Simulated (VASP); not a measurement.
Crystal: CdI2.

```
Cd I
1.0
     4.24871    0.00000    0.00000
    -2.12435    3.67949    0.00000
     0.00000    0.00000    6.88364
Cd I
1 2
Direct
  0.00000 0.00000 0.00000
  0.33333 0.66667 0.24956
  0.66667 0.33333 0.75044
```

Base run:

```yaml
Program: VASP 6.6.1
Functional: LDA
Potentials_or_basis: VASP PAW LDA potentials, release 64 (Cd, I)
Cutoff: 500 eV
k_mesh: 12 × 12 × 4
Occupations: gaussian, width 0.01 eV
Spin: no spin polarisation
```

Its results: band gap on the k mesh 2.19 eV (least direct gap 2.36 eV); pressure -1.9 GPa; largest force 0.241 eV/Å.

Q: The run is repeated on the same cell with these changes: functional from LDA to r2SCAN; potentials or basis from VASP PAW LDA potentials, release 64 (Cd, I) to VASP PAW PBE potentials, release 64 (Cd, I); cutoff from 500 eV to 550 eV. What comes out?

A: Band gap on the k mesh 2.80 eV (least direct gap 3.13 eV); pressure 1.0 GPa; largest force 0.022 eV/Å.

Caveats: spin-orbit coupling is left out, which moves the levels of the heavy elements; the PAW data sets were made with another functional, which shifts forces and pressure a little (at least some runs).

A k mesh can miss the band edges.
